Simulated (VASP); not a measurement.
# Al3O in VASP: notebook

The runs below take Al3O through single point, with LDA.

Program: VASP 6.6.1. These are calculated values, not measurements. Logs are shortened: lines on timing, memory, paths and dates and some standing lists are left out, and cuts for length are marked.

## 1. The cell of the first run

The cell holds a slab with vacuum, 4 atoms: a = 2.817 Å, b = 2.817 Å, c = 21.104 Å, α = 90.00°, β = 90.00°, γ = 90.00°.

## 2. Single point, LDA

File INCAR:

```
PREC = Accurate
ENCUT = 520
EDIFF = 1E-6
ISMEAR = 0
SIGMA = 0.1
LREAL = False
LASPH = True
NELM = 80
ALGO = Normal
ISIF = 2
LWAVE = False
LCHARG = False
LDIPOL = True
IDIPOL = 3
DIPOL = 0.5 0.5 0.328
GGA = CA
NBANDS = 16
```

File KPOINTS:

```
Automatic mesh
0
Gamma
  9 9 1
```

File POSCAR:

```
Al3O
1.0
    2.8168432364      0.0000000000      0.0000000000
    0.0000000000      2.8168432364      0.0000000000
    0.0000000000      0.0000000000     21.1042970937
Al O
3 1
Direct
    0.5000000000      0.5000000000      0.1895348602
    0.0000000000      0.0000000000      0.2867549192
    0.5000000000      0.5000000000      0.3840117042
    0.5000000000      0.5000000000      0.4527180911
```

Potentials or basis: VASP PAW LDA potentials, release 64 (Al, O).

Launch:

```
$ cat potpaw_LDA.64/Al/POTCAR potpaw_LDA.64/O/POTCAR > POTCAR
$ mpirun -np 1 vasp_std > vasp.out
```

OUTCAR:

```text
PREC = Accurate
   ENCUT = 520
   EDIFF = 1E-6
   ISMEAR = 0
   LREAL = False
   LASPH = True
   NELM = 80
   ISIF = 2
   GGA = CA

 ion  position               nearest neighbor table
   1  0.500  0.500  0.190-   2 2.86   2 2.86   2 2.86   2 2.86
   2  0.000  0.000  0.287-   1 2.86   1 2.86   1 2.86   1 2.86   3 2.86   3 2.86   3 2.86   3 2.86

   3  0.500  0.500  0.384-   4 1.45   2 2.86   2 2.86   2 2.86   2 2.86
   4  0.500  0.500  0.453-   3 1.45

  LATTYP: Found a simple tetragonal cell.
 ALAT       =     2.8168432364
 C/A-ratio  =     7.4921801899

  Lattice vectors:

 A1 = (   2.8168432364,   0.0000000000,   0.0000000000)
 A2 = (   0.0000000000,   2.8168432364,   0.0000000000)
 A3 = (   0.0000000000,   0.0000000000,  21.1042970937)

Analysis of symmetry for initial positions (statically):
=====================================================================
 Subroutine PRICEL returns:
 Original cell was already a primitive cell.

 Routine SETGRP: Setting up the symmetry group for a
 simple tetragonal supercell.

 Subroutine GETGRP returns: Found  8 space group operations
 (whereof  8 operations were pure point group operations)
 out of a pool of 16 trial point group operations.

The static configuration has the point symmetry C_4v.

Analysis of symmetry for dynamics (positions and initial velocities):
=====================================================================
 Subroutine PRICEL returns:
 Original cell was already a primitive cell.

 Routine SETGRP: Setting up the symmetry group for a
 simple tetragonal supercell.

 Subroutine GETGRP returns: Found  8 space group operations
 (whereof  8 operations were pure point group operations)
 out of a pool of 16 trial point group operations.

The dynamic configuration has the point symmetry C_4v.

 Subroutine INISYM returns: Found  8 space group operations
 (whereof  8 operations are pure point group operations),
 and found     1 'primitive' translations

----------------------------------------------------------------------------------------

                                     Primitive cell

  volume of cell :     167.4543

  direct lattice vectors                    reciprocal lattice vectors
     2.816843236  0.000000000  0.000000000     0.355007331  0.000000000  0.000000000
     0.000000000  2.816843236  0.000000000     0.000000000  0.355007331  0.000000000
     0.000000000  0.000000000 21.104297094     0.000000000  0.000000000  0.047383715

  length of vectors
     2.816843236  2.816843236 21.104297094     0.355007331  0.355007331  0.047383715

  position of ions in fractional coordinates (direct lattice)
     0.500000000  0.500000000  0.189534860
     0.000000000  0.000000000  0.286754919
     0.500000000  0.500000000  0.384011704
     0.500000000  0.500000000  0.452718091

  ion indices of the primitive-cell ions
   primitive index   ion index
                 1           1
                 2           2
                 3           3
                 4           4

----------------------------------------------------------------------------------------

 KPOINTS: Automatic mesh

Automatic generation of k-mesh.
 Grid dimensions read from file:
 generate k-points for:    9    9    1

 Generating k-lattice:

  Cartesian coordinates                     Fractional coordinates (reciprocal lattice)
     0.039445259  0.000000000  0.000000000     0.111111111  0.000000000  0.000000000
     0.000000000  0.039445259  0.000000000     0.000000000  0.111111111  0.000000000
     0.000000000  0.000000000  0.047383715     0.000000000  0.000000000  1.000000000

  Length of vectors
     0.039445259  0.039445259  0.047383715

  Shift w.r.t. Gamma in fractional coordinates (k-lattice)
     0.000000000  0.000000000  0.000000000

 Subroutine IBZKPT returns following result:
 ===========================================

 Found     15 irreducible k-points:

 Following reciprocal coordinates:
            Coordinates               Weight
  0.000000  0.000000  0.000000      1.000000
  0.111111  0.000000  0.000000      4.000000
  0.222222  0.000000  0.000000      4.000000
  0.333333  0.000000  0.000000      4.000000
  0.444444  0.000000  0.000000      4.000000
  0.111111  0.111111  0.000000      4.000000
  0.222222  0.111111  0.000000      8.000000
  0.333333  0.111111  0.000000      8.000000
  0.444444  0.111111  0.000000      8.000000
  0.222222  0.222222  0.000000      4.000000
  0.333333  0.222222  0.000000      8.000000
  0.444444  0.222222  0.000000      8.000000
  0.333333  0.333333  0.000000      4.000000
  0.444444  0.333333  0.000000      8.000000
  0.444444  0.444444  0.000000      4.000000
   k-points           NKPTS =     15   k-points in BZ     NKDIM =     15   number of bands    NBANDS=     16
   number of dos      NEDOS =    301   number of ions     NIONS =      4
   total plane-waves  NPLWV =  92160
   dimension x,y,z NGX =    24 NGY =   24 NGZ =  160
   dimension x,y,z NGXF=    48 NGYF=   48 NGZF=  320
   ions per type =               3   1
   NGX,Y,Z   is equivalent  to a cutoff of  14.16, 14.16, 12.60 a.u.
   NGXF,Y,Z  is equivalent  to a cutoff of  28.33, 28.33, 25.21 a.u.
 SYSTEM =  unknown system
   PREC   = accura    normal or accurate (medium, high low for compatibility)
   ISTART =      0    job   : 0-new  1-cont  2-samecut
   ICHARG =      2    charge: 1-file 2-atom 10-const
   ISPIN  =      1    spin polarized calculation?
   LNONCOLLINEAR =      F non collinear calculations
   LSORBIT =      F    spin-orbit coupling
   LASPH  =      T    aspherical Exc in radial PAW
   ENCUT  =  520.0 eV  38.22 Ry    6.18 a.u.   5.24  5.24 39.24*2*pi/ulx,y,z
   NELM   =     80;   NELMIN=  2; NELMDL= -5     # of ELM steps
   EDIFF  = 0.1E-05   stopping-criterion for ELM
   LREAL  =      F    real-space projection
   EDIFFG = 0.1E-04   stopping-criterion for IOM
   NSW    =      0    number of steps for IOM
   IBRION =     -1    ionic relax: 0-MD 1-quasi-New 2-CG
   NFREE  =      0    steps in history (QN), initial steepest desc. (CG)
   ISIF   =      2    stress and relaxation
   ISYM   =      2    0-nonsym 1-usesym 2-fastsym
   POTIM  = 0.5000    time-step for ionic-motion
   TEBEG  =    0.0;   TEEND  =   0.0 temperature during run
   PSTRESS=    0.0 pullay stress
   NELECT =      15.0000    total number of electrons
   NUPDOWN=      -1.0000    fix difference up-down
   EMIN   =  10.00;   EMAX   =-10.00  energy-range for DOS
   EFERMI =   0.00;   METHOD = LEGACY
   ISMEAR =     0;   SIGMA  =   0.10  broadening in eV -4-tet -1-fermi 0-gaus
   EFERMI_NEDOS =   21; number of points for ismear=-14 and -15
   IALGO  =     38    algorithm
   IMIX   =      4    mixing-type and parameters
     AMIX     =   0.40;   BMIX     =  1.00
     AMIX_MAG =   1.60;   BMIX_MAG =  1.00
  volume/ion in A,a.u.               =      41.86       282.51
  Fermi-wavevector in a.u.,A,eV,Ry     =   0.732498  1.384221  7.300253  0.536553
  Thomas-Fermi vector in A             =   1.824976
   LORBIT       =      0    0 simple, 1 ext, 2 COOP (PROOUT), +10 PAW based schemes
   GGA     = CA    functional components
   LHFCALC =     F    Hartree Fock is set to
   AEXX    =    0.0000 exact exchange contribution
   IVDW    =     0    specifies the selected vdW correction
   LEPSILON=     F    determine dielectric tensor
   LRPA    =     F    only Hartree local field effects (RPA)
 non-spin polarized calculation
 Gauss-broadening in eV      SIGMA  =   0.10
  energy-cutoff  :      520.00
  volume of cell :      167.45
 maximum number of plane-waves:      4559
 NGX is ok and might be reduce to    24
   NGX = 11   NGY = 11   NGZ = 79

 dipolmoment           0.000000      0.000000     -0.060879 electrons x Angstroem

 number of electron      15.0000003 magnetization

 dipolmoment           0.000000      0.000000      0.265824 electrons x Angstroem

 Free energy of the ion-electron system (eV)
  ---------------------------------------------------
  ext. energy  EPLUGINS =         0.00000000
  ---------------------------------------------------
  free energy    TOTEN  =       -16.49649273 eV

  energy without entropy =      -16.48706038  energy(sigma->0) =      -16.49177655

 E-fermi :  -2.7599     XC(G=0):  -4.3948

 val. band max:       -2.8137236783   @ k =   0.1111   0.0000   0.0000
 cond. band min:      -2.7339168435   @ k =   0.2222   0.0000   0.0000
 fundamental gap:      0.0798068348
 Fermi energy:        -2.7598544842

 k-point     1 :       0.0000    0.0000    0.0000
  band No.  band energies     occupation
      1     -19.4801      2.00000
      2     -13.1507      2.00000
      3     -10.5613      2.00000
      4      -6.8779      2.00000
      5      -4.4810      2.00000
      6      -2.8448      1.77035
[... 8 lines left out ...]
     15       5.7130      0.00000
     16       6.1708      0.00000

 k-point     2 :       0.1111    0.0000    0.0000
  band No.  band energies     occupation
      1     -19.4244      2.00000
      2     -12.9247      2.00000
      3     -10.3451      2.00000
      4      -6.6839      2.00000
      5      -4.3884      2.00000
      6      -3.3294      2.00000
[... 8 lines left out ...]
     15       5.3359      0.00000
     16       6.3634      0.00000

 k-point     3 :       0.2222    0.0000    0.0000
  band No.  band energies     occupation
      1     -19.2793      2.00000
      2     -12.2491      2.00000
      3      -9.7013      2.00000
      4      -6.1404      2.00000
      5      -4.3356      2.00000
      6      -4.0275      2.00000
[... 8 lines left out ...]
     15       5.0815      0.00000
     16       6.2429      0.00000
[... 191 lines left out ...]
 k-point    14 :       0.4444    0.3333    0.0000
  band No.  band energies     occupation
      1     -18.6755      2.00000
      2      -7.6349      2.00000
      3      -5.9134      2.00000
      4      -5.6182      2.00000
      5      -4.8490      2.00000
      6      -4.3148      2.00000
[... 8 lines left out ...]
     15       2.9250      0.00000
     16       4.4209      0.00000

 k-point    15 :       0.4444    0.4444    0.0000
  band No.  band energies     occupation
      1     -18.5778      2.00000
      2      -6.2245      2.00000
      3      -5.3277      2.00000
      4      -5.1274      2.00000
      5      -4.4726      2.00000
      6      -4.0766      2.00000
[... 8 lines left out ...]
     15       2.6803      0.00000
     16       4.4150      0.00000

------------------------ aborting loop because EDIFF is reached ----------------------------------------

 vacuum level on the upper side and lower side of the slab       (xc-potential included)         2.588        -3.339

  FORCE on cell =-STRESS in cart. coord.  units (eV):
  Direction    XX          YY          ZZ          XY          YZ          ZX
  --------------------------------------------------------------------------------------
  -------------------------------------------------------------------------------------
  Total       -0.5656669     -0.5656669     16.5113111      0.0000000      0.0000000      0.0000000
  in kB       -5.4122153     -5.4122153    157.9777389      0.0000000      0.0000000      0.0000000
  external PRESSURE =      49.0511027 kB  Pullay stress =       0.0000000 kB

 VOLUME and BASIS-vectors are now :
 -----------------------------------------------------------------------------
  energy-cutoff  :      520.00
  volume of cell :      167.45
      direct lattice vectors                 reciprocal lattice vectors
     2.816843236  0.000000000  0.000000000     0.355007331  0.000000000  0.000000000
     0.000000000  2.816843236  0.000000000     0.000000000  0.355007331  0.000000000
     0.000000000  0.000000000 21.104297094     0.000000000  0.000000000  0.047383715

 POSITION                                       TOTAL-FORCE (eV/Angst)
 -----------------------------------------------------------------------------------
      1.40842      1.40842      4.00000         0.000000     -0.000000     -0.116184
      0.00000      0.00000      6.05176         0.000000      0.000000      0.175036
      1.40842      1.40842      8.10430         0.000000      0.000000    -11.338663
      1.40842      1.40842      9.55430        -0.000000      0.000000     11.279811
 -----------------------------------------------------------------------------------
    total drift:                                0.000000     -0.000000      0.001818

  FREE ENERGIE OF THE ION-ELECTRON SYSTEM (eV)
  ---------------------------------------------------
  free  energy   TOTEN  =       -16.4964927276 eV

  energy  without entropy=      -16.4870603761  energy(sigma->0) =      -16.49177655

 vacuum level on the upper side and lower side of the slab         7.385         1.330
```

It took 45 s on 1 thread of Intel Xeon Platinum 8488C (Sapphire Rapids), shared host; peak memory 0.23 GiB.

What came out:

* Free energy: -16.4965 eV
* Largest force: 11.339 eV/Å

Forces in eV/Å, atoms in the order of the input:
```
Al    0.000   0.000  -0.116
Al    0.000   0.000   0.175
Al    0.000   0.000 -11.339
O     0.000   0.000  11.280
```

Levels at points of the mesh, in eV from the Fermi level:
| k point | band 4 | band 5 | band 6 | band 7 | band 8 | band 9 | band 10 | band 11 |
| --- | --- | --- | --- | --- | --- | --- | --- | --- |
| (0.00, 0.00, 0.00) | -4.12 | -1.72 | -0.08 | -0.08 | 0.78 | 3.73 | 5.27 | 6.22 |

Caveat: an odd number of electrons without spin polarisation forces a metal; a magnetic or distorted state may lie lower.

## 3. Single point, LDA

File INCAR:

```
SYSTEM = Al3O
PREC = Accurate
ENCUT = 520
EDIFF = 1E-6
ISMEAR = 0
SIGMA = 0.1
LREAL = .FALSE.
LASPH = .TRUE.
NELM = 100
ALGO = Normal
ISIF = 2
LWAVE = .FALSE.
LCHARG = .TRUE.
LDIPOL = .TRUE.
IDIPOL = 3
DIPOL = 0.5 0.5 0.340
LELF = .TRUE.
LVHAR = .TRUE.
LVACPOTAV = .TRUE.
NBANDS = 16
```

File KPOINTS:

```
Automatic mesh
0
G
  9 9 1
  0 0 0
```

POSCAR, as its differences from that of step 2:

```diff
@@ -11,2 +11,2 @@
     0.5000000000      0.5000000000      0.3840117042
-    0.5000000000      0.5000000000      0.4527180911
+    0.5000000000      0.5000000000      0.4991541318
```

Potentials or basis: VASP PAW LDA potentials, release 64 (Al, O).

Launch:

```
$ cat potpaw_LDA.64/Al/POTCAR potpaw_LDA.64/O/POTCAR > POTCAR
$ mpirun -np 1 vasp_std > vasp.out
```

It took 47 s on 1 thread of Intel Xeon Platinum 8488C (Sapphire Rapids), shared host; peak memory 0.23 GiB.

It converged, with:

- Free energy: -14.9760 eV
- Largest force: 3.049 eV/Å

Forces on the atoms (eV/Å):
```
Al   0.000  0.000 -0.125
Al   0.000  0.000  0.267
Al   0.000  0.000  2.907
O    0.000  0.000 -3.049
```

Levels at points of the mesh, in eV from the Fermi level:
```tsv
k point	band 5	band 6	band 7	band 8	band 9	band 10	band 11	band 12
(0.00, 0.00, 0.00)	-2.33	-0.22	0.23	0.23	2.89	4.67	6.07	6.30
```

Caveat: an odd number of electrons without spin polarisation forces a metal; a magnetic or distorted state may lie lower.

## 4. Single point, LDA

File INCAR:

```
SYSTEM = Al3O
PREC = Accurate ; ENCUT = 520
EDIFF = 1E-7 ; ISMEAR = 0
SIGMA = 0.1 ; LREAL = .False.
LASPH = .True. ; NELM = 100
ALGO = Normal ; ISIF = 2
LWAVE = .False. ; LCHARG = .True.
LDIPOL = .True. ; IDIPOL = 3
DIPOL = 0.5 0.5 0.354 ; LELF = .True.
LVHAR = .True. ; LVACPOTAV = .True.
NBANDS = 16
```

File KPOINTS:

```
regular mesh
0
Gamma
  9 9 1
  0 0 0
```

POSCAR, as its differences from that of step 3:

```diff
@@ -11,2 +11,2 @@
     0.5000000000      0.5000000000      0.3840117042
-    0.5000000000      0.5000000000      0.4991541318
+    0.5000000000      0.5000000000      0.5560145899
```

Launch:

```
$ cat potpaw_LDA.64/Al/POTCAR potpaw_LDA.64/O/POTCAR > POTCAR
$ mpirun -np 1 vasp_std > vasp.out
```

It took 64 s on 1 thread of Intel Xeon Platinum 8488C (Sapphire Rapids), shared host; peak memory 0.23 GiB.

The run converged. Its results:

```yaml
Free_energy: -13.1594 eV
Largest_force: 0.695 eV/Å
```

Forces on the atoms (eV/Å):
```
Al   0.000  0.000 -0.195
Al   0.000  0.000  0.011
Al   0.000  0.000  0.695
O    0.000  0.000 -0.511
```

Levels at points of the mesh, in eV from the Fermi level:
```tsv
k point	band 5	band 6	band 7	band 8	band 9	band 10	band 11	band 12
(0.00, 0.00, 0.00)	-1.85	-0.57	0.51	0.51	2.31	4.46	6.09	6.10
```

Caveat: an odd number of electrons without spin polarisation forces a metal; a magnetic or distorted state may lie lower.
